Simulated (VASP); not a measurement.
# TiS2 (lda) (P-3m1) in VASP: a series of runs

The runs below take TiS2 (lda) through single point, relaxation of cell and atoms, with LDA.

All numbers are computed with VASP 6.6.1; they aren't measurements. Logs are shortened: lines on timing, memory, paths and dates and some standing lists are left out, and cuts for length are marked.

## Step 1: The cell of the first run

The structure is trigonal, space group P-3m1 (No. 164). The conventional cell has a = 3.315 Å, b = 3.315 Å, c = 5.447 Å, α = 90.00°, β = 90.00°, γ = 120.00°. Ti (site symmetry -3m) has 6 S at 2.38 Å within 3.1 Å. Within 3.1 Å of S (site symmetry 3m) lie 3 Ti at 2.38 Å.

## Step 2: Single point, LDA

INCAR reads:

```
SYSTEM = TiS2
PREC = Accurate ; ENCUT = 500
EDIFF = 1E-6 ; ISMEAR = 0
SIGMA = 0.1 ; LREAL = .FALSE.
LASPH = .TRUE. ; NELM = 120
ALGO = Normal ; ISIF = 2
LWAVE = .FALSE. ; LCHARG = .FALSE.
NBANDS = 19 ; GGA_COMPAT = .FALSE.
```

KPOINTS reads:

```
Automatic mesh
0
G
  15 15 8
  0 0 0
```

POSCAR reads:

```
TiS2
1.0
    3.3151321368      0.0000000000      0.0000000000
   -1.6575660684      2.8709886474      0.0000000000
    0.0000000000      0.0000000000      5.4472392363
Ti S
1 2
Direct
    0.0000000000      0.0000000000      0.0000000000
    0.3333333333      0.6666666667      0.2609046486
    0.6666666667      0.3333333333      0.7390953514
```

Potentials or basis: VASP PAW LDA potentials, release 64 (Ti_sv, S).

Run with:

```
cat potpaw_LDA.64/Ti_sv/POTCAR potpaw_LDA.64/S/POTCAR > POTCAR
mpirun -np 1 vasp_std > vasp.out
```

OUTCAR:

```text
SYSTEM = TiS2
   PREC = Accurate
   ENCUT = 500
   EDIFF = 1E-6
   ISMEAR = 0
   LREAL = .FALSE.
   LASPH = .TRUE.
   NELM = 120
   ISIF = 2

 ion  position               nearest neighbor table
   1  0.000  0.000  0.000-   2 2.38   3 2.38   3 2.38   2 2.38   3 2.38   2 2.38
   2  0.333  0.667  0.261-   1 2.38   1 2.38   1 2.38
   3  0.667  0.333  0.739-   1 2.38   1 2.38   1 2.38

  LATTYP: Found a hexagonal cell.
 ALAT       =     3.3151321368
 C/A-ratio  =     1.6431439266

  Lattice vectors:

 A1 = (   3.3151321368,   0.0000000000,   0.0000000000)
 A2 = (  -1.6575660684,   2.8709886474,   0.0000000000)
 A3 = (   0.0000000000,   0.0000000000,   5.4472392363)

Analysis of symmetry for initial positions (statically):
=====================================================================
 Subroutine PRICEL returns:
 Original cell was already a primitive cell.

 Routine SETGRP: Setting up the symmetry group for a
 hexagonal supercell.

 Subroutine GETGRP returns: Found 12 space group operations
 (whereof 12 operations were pure point group operations)
 out of a pool of 24 trial point group operations.

The static configuration has the point symmetry D_3d.

Analysis of symmetry for dynamics (positions and initial velocities):
=====================================================================
 Subroutine PRICEL returns:
 Original cell was already a primitive cell.

 Routine SETGRP: Setting up the symmetry group for a
 hexagonal supercell.

 Subroutine GETGRP returns: Found 12 space group operations
 (whereof 12 operations were pure point group operations)
 out of a pool of 24 trial point group operations.

The dynamic configuration has the point symmetry D_3d.

 Subroutine INISYM returns: Found 12 space group operations
 (whereof 12 operations are pure point group operations),
 and found     1 'primitive' translations

----------------------------------------------------------------------------------------

                                     Primitive cell

  volume of cell :      51.8452

  direct lattice vectors                    reciprocal lattice vectors
     3.315132137  0.000000000  0.000000000     0.301647101  0.174156035  0.000000000
    -1.657566068  2.870988647  0.000000000     0.000000000  0.348312070  0.000000000
[... 84 lines left out ...]
   LASPH  =      T    aspherical Exc in radial PAW
   ENCUT  =  500.0 eV  36.75 Ry    6.06 a.u.   6.04  6.04  9.93*2*pi/ulx,y,z
   NELM   =    120;   NELMIN=  2; NELMDL= -5     # of ELM steps
   EDIFF  = 0.1E-05   stopping-criterion for ELM
   LREAL  =      F    real-space projection
   EDIFFG = 0.1E-04   stopping-criterion for IOM
   NSW    =      0    number of steps for IOM
   IBRION =     -1    ionic relax: 0-MD 1-quasi-New 2-CG
   NFREE  =      0    steps in history (QN), initial steepest desc. (CG)
   ISIF   =      2    stress and relaxation
   ISYM   =      2    0-nonsym 1-usesym 2-fastsym
   POTIM  = 0.5000    time-step for ionic-motion
   TEBEG  =    0.0;   TEEND  =   0.0 temperature during run
   PSTRESS=    0.0 pullay stress
   NELECT =      24.0000    total number of electrons
   NUPDOWN=      -1.0000    fix difference up-down
   EMIN   =  10.00;   EMAX   =-10.00  energy-range for DOS
   EFERMI =   0.00;   METHOD = LEGACY
   ISMEAR =     0;   SIGMA  =   0.10  broadening in eV -4-tet -1-fermi 0-gaus
   EFERMI_NEDOS =   21; number of points for ismear=-14 and -15
   IALGO  =     38    algorithm
   IMIX   =      4    mixing-type and parameters
     AMIX     =   0.40;   BMIX     =  1.00
     AMIX_MAG =   1.60;   BMIX_MAG =  1.00
  volume/ion in A,a.u.               =      17.28       116.62
  Fermi-wavevector in a.u.,A,eV,Ry     =   1.266414  2.393175 21.821079  1.603804
  Thomas-Fermi vector in A             =   2.399616
   LORBIT       =      0    0 simple, 1 ext, 2 COOP (PROOUT), +10 PAW based schemes
   GGA     = CA    functional components
   LHFCALC =     F    Hartree Fock is set to
   AEXX    =    0.0000 exact exchange contribution
   IVDW    =     0    specifies the selected vdW correction
   LEPSILON=     F    determine dielectric tensor
   LRPA    =     F    only Hartree local field effects (RPA)
 non-spin polarized calculation
 Gauss-broadening in eV      SIGMA  =   0.10
  energy-cutoff  :      500.00
  volume of cell :       51.85
 maximum number of plane-waves:      1338
   NGX = 13   NGY = 13   NGZ = 19

 number of electron      24.0000004 magnetization

 Free energy of the ion-electron system (eV)
  ---------------------------------------------------
  ext. energy  EPLUGINS =         0.00000000
  ---------------------------------------------------
  free energy    TOTEN  =       -22.03026673 eV

  energy without entropy =      -22.02771403  energy(sigma->0) =      -22.02899038

 E-fermi :   6.4079     XC(G=0): -10.9599

 val. band max:        6.4009022023   @ k =   0.4667  -0.0000   0.3750
 cond. band min:       6.4141308787   @ k =   0.0000   0.4000   0.2500
 fundamental gap:      0.0132286764
 Fermi energy:         6.4079482296

 k-point     1 :       0.0000    0.0000    0.0000
  band No.  band energies     occupation
      1     -50.2441      2.00000
      2     -26.8914      2.00000
      3     -26.8247      2.00000
      4     -26.8247      2.00000
      5      -7.7341      2.00000
      6      -5.6485      2.00000
[... 505 lines left out ...]
      6      -5.5251      2.00000
[... 11 lines left out ...]
     18      13.1837      0.00000
     19      15.2586      0.00000

 [... further k-points ...]

------------------------ aborting loop because EDIFF is reached ----------------------------------------

  FORCE on cell =-STRESS in cart. coord.  units (eV):
  Direction    XX          YY          ZZ          XY          YZ          ZX
  --------------------------------------------------------------------------------------
  -------------------------------------------------------------------------------------
  Total        0.0061815      0.0061815      0.0340912      0.0000000      0.0000000      0.0000000
  in kB        0.1910277      0.1910277      1.0535220      0.0000000      0.0000000      0.0000000
  external PRESSURE =       0.4785258 kB  Pullay stress =       0.0000000 kB

 VOLUME and BASIS-vectors are now :
 -----------------------------------------------------------------------------
  energy-cutoff  :      500.00
  volume of cell :       51.85
      direct lattice vectors                 reciprocal lattice vectors
     3.315132137  0.000000000  0.000000000     0.301647101  0.174156035  0.000000000
    -1.657566068  2.870988647  0.000000000     0.000000000  0.348312070  0.000000000
     0.000000000  0.000000000  5.447239236     0.000000000  0.000000000  0.183579233

 POSITION                                       TOTAL-FORCE (eV/Angst)
 -----------------------------------------------------------------------------------
      0.00000      0.00000      0.00000        -0.000000      0.000000      0.000000
     -0.00000      1.91399      1.42121        -0.000000     -0.000000      0.015414
      1.65757      0.95700      4.02603         0.000000      0.000000     -0.015414
 -----------------------------------------------------------------------------------
    total drift:                                0.000000      0.000000      0.000000

  FREE ENERGIE OF THE ION-ELECTRON SYSTEM (eV)
  ---------------------------------------------------
  free  energy   TOTEN  =       -22.0302667329 eV

  energy  without entropy=      -22.0277140283  energy(sigma->0) =      -22.02899038
```

OSZICAR:

```text
N       E                     dE             d eps       ncg     rms          rms(c)
DAV:   1     0.204879711822E+03    0.20488E+03   -0.11460E+04  7296   0.125E+03
DAV:   2    -0.527731301355E+01   -0.21016E+03   -0.20298E+03  7617   0.335E+02
DAV:   3    -0.246213686404E+02   -0.19344E+02   -0.18867E+02 10197   0.974E+01
DAV:   4    -0.253397557660E+02   -0.71839E+00   -0.71624E+00  9838   0.176E+01
DAV:   5    -0.253613203930E+02   -0.21565E-01   -0.21556E-01 10183   0.288E+00    0.152E+01
DAV:   6    -0.231504142782E+02    0.22109E+01   -0.28131E+01  8486   0.435E+01    0.104E+01
DAV:   7    -0.222893553735E+02    0.86106E+00   -0.15288E+01  9040   0.284E+01    0.619E+00
DAV:   8    -0.220713946592E+02    0.21796E+00   -0.24923E+00  8665   0.124E+01    0.226E+00
DAV:   9    -0.220301321632E+02    0.41262E-01   -0.32951E-01  9039   0.464E+00    0.627E-01
DAV:  10    -0.220303345578E+02   -0.20239E-03   -0.13485E-02  8465   0.963E-01    0.263E-01
DAV:  11    -0.220310309727E+02   -0.69641E-03   -0.48921E-03 10474   0.488E-01    0.269E-01
DAV:  12    -0.220303230157E+02    0.70796E-03   -0.20052E-03  9722   0.312E-01    0.101E-01
DAV:  13    -0.220302722055E+02    0.50810E-04   -0.28881E-04  9270   0.133E-01    0.311E-02
DAV:  14    -0.220302669452E+02    0.52603E-05   -0.36507E-05  8764   0.360E-02    0.129E-02
DAV:  15    -0.220302667329E+02    0.21235E-06   -0.10705E-06  5483   0.727E-03
   1 F= -.22030267E+02 E0= -.22028990E+02  d E =-.255270E-02
```

Run time: 2.5 min. Hardware: 1 thread of Intel Xeon Platinum 8259CL at 2.50GHz (Skylake/Cascade Lake), shared host; peak memory 0.26 GiB.

Results:

- Free energy: -22.0303 eV
- Pressure: 0.0 GPa
- Largest force: 0.015 eV/Å
- Band gap on the k mesh: zero (band 12 reaches 6.73 eV, above the bottom of band 13 at 6.23 eV)

Forces on the atoms (eV/Å):
```
Ti   0.000  0.000  0.000
S    0.000  0.000  0.015
S    0.000  0.000 -0.015
```

## Step 3: Relaxation of cell and atoms, LDA

This run uses another cell than the first one, of 19.14 Å³/atom, 1.107 times its volume.

INCAR reads:

```
SYSTEM = TiS2
PREC     = Accurate       ! precision mode
ENCUT    = 500            ! plane-wave cutoff, eV
EDIFF    = 1E-7           ! SCF threshold, eV
ISMEAR   = 0              ! smearing method
SIGMA    = 0.1            ! smearing width, eV
LREAL    = .FALSE.        ! projectors in reciprocal space
LASPH    = .TRUE.         ! aspherical terms in the spheres
NELM     = 120            ! most SCF steps
ALGO     = Normal         ! electronic algorithm
ISIF     = 3              ! what is computed and relaxed
LWAVE    = .FALSE.        ! write WAVECAR
LCHARG   = .FALSE.        ! write CHGCAR
IBRION   = 2              ! ionic algorithm
NSW      = 100            ! ionic steps
EDIFFG   = -0.002         ! ionic threshold
GGA_COMPAT= .FALSE.      
NELMIN   = 4
```

KPOINTS reads:

```
regular mesh
0
G
  15 15 8
  0 0 0
```

POSCAR reads:

```
TiS2
1.0
    3.4120000000      0.0000000000      0.0000000000
   -1.7060000000      2.9548786777      0.0000000000
    0.0000000000      0.0000000000      5.6950000000
Ti S
1 2
Direct
    0.0000000000      0.0000000000      0.0000000000
    0.3333333333      0.6666666667      0.2500000000
    0.6666666667      0.3333333333      0.7500000000
```

Potentials or basis: VASP PAW LDA potentials, release 64 (Ti_sv, S).

Run with:

```
cat potpaw_LDA.64/Ti_sv/POTCAR potpaw_LDA.64/S/POTCAR > POTCAR
mpirun -np 1 vasp_std > vasp.out
```

Run time: 31 min. Hardware: 1 thread of Intel Xeon Platinum 8259CL at 2.50GHz (Skylake/Cascade Lake), shared host; peak memory 0.29 GiB.

It converged, with:

```
Free energy                            : -22.0325 eV
Relaxed volume                         : 17.27 Å³/atom
Relaxed cell                           : a = 3.315 Å, b = 3.315 Å, c = 5.446 Å, α = 90.00°, β = 90.00°, γ = 120.00°
Space group after relaxing (to 0.05 Å) : P-3m1 (No. 164)
Energy gained by relaxing              : 29.6 meV/atom
Ionic steps                            : 14
Pressure after relaxing                : 0.0 GPa
Band gap on the k mesh                 : zero (band 12 reaches 6.74 eV, above the bottom of band 13 at 6.23 eV)
```

The path:
```tsv
step	energy change (eV)	largest force (eV/Å)	pressure (GPa)	volume (Å³)
1	0.0000	0.4293	-6.23	57.42
2	0.0086	1.1630	7.42	51.45
3	-0.0672	0.2862	-0.31	54.41
4	-0.0748	0.1862	-0.31	53.98
5	-0.0782	0.0641	-0.27	53.46
6	-0.0812	0.0867	0.03	53.06
7	-0.0859	0.1512	1.06	51.86
8	-0.0873	0.1055	0.74	51.85
9	-0.0889	0.0128	-0.03	51.81
10	-0.0889	0.0096	-0.01	51.81
11	-0.0889	0.0071	0.00	51.81
12	-0.0889	0.0003	0.02	51.81
13	-0.0889	0.0026	0.03	51.80
14	-0.0889	0.0002	0.01	51.82
```

Final structure:
```
Ti S
1.0
     3.31462    0.00000    0.00000
    -1.65731    2.87055    0.00000
     0.00000    0.00000    5.44587
Ti S
1 2
Direct
  0.00000 0.00000 0.00000
  0.33333 0.66667 0.26121
  0.66667 0.33333 0.73879
```

Levels at points of the mesh, in eV from the Fermi level:
```tsv
k point	band 9	band 10	band 11	band 12	band 13	band 14	band 15	band 16
(0.00, 0.00, 0.00)	-2.76	0.32	0.33	0.33	0.58	0.58	0.85	3.64
(0.00, 0.00, 0.50)	-2.68	-2.68	0.02	0.02	0.55	0.55	1.71	4.15
```

## Step 4: Single point, LDA

INCAR reads:

```
PREC = Accurate
ENCUT = 500
EDIFF = 1E-6
ISMEAR = 0
SIGMA = 0.1
LREAL = False
LASPH = True
NELM = 120
ALGO = Normal
ISIF = 2
LWAVE = False
LCHARG = True
GGA = CA
LELF = True
LVHAR = True
NBANDS = 19
GGA_COMPAT = False
```

KPOINTS reads:

```
regular mesh
0
Gamma
  15 15 8
```

POSCAR reads:

```
TiS2
1.0
    3.3151321368      0.0000000000      0.0000000000
   -1.6575660684      2.8709886474      0.0000000000
    0.0000000000      0.0000000000      5.4472392363
Ti S
1 2
Direct
    0.0000000000      0.0000000000      0.0000000000
    0.3333333333      0.6666666667      0.2609046486
    0.6666666667      0.3333333333      0.7390953514
```

Run with:

```
cat potpaw_LDA.64/Ti_sv/POTCAR potpaw_LDA.64/S/POTCAR > POTCAR
mpirun -np 1 vasp_std > vasp.out
```

Run time: 2.4 min. Hardware: 1 thread of Intel Xeon Platinum 8259CL at 2.50GHz (Skylake/Cascade Lake), shared host; peak memory 0.26 GiB.

It converged, with:

* Free energy: -22.0303 eV
* Pressure: 0.0 GPa
* Largest force: 0.015 eV/Å
* Band gap on the k mesh: zero (band 12 reaches 6.73 eV, above the bottom of band 13 at 6.23 eV)

Forces in eV/Å, atoms in the order of the input:
```
Ti   0.000  0.000  0.000
S    0.000  0.000  0.015
S    0.000  0.000 -0.015
```

Stress tensor (GPa, compression positive):
```
0.02 0.00 0.00
0.00 0.02 0.00
0.00 0.00 0.11
```

Levels at points of the mesh, in eV from the Fermi level:
```tsv
k point	band 10	band 11	band 12	band 13	band 14	band 15
(0.00, 0.00, 0.00)	0.32	0.32	0.32	0.58	0.58	0.85
(0.00, 0.00, 0.50)	-2.69	0.02	0.02	0.54	0.54	1.71
```
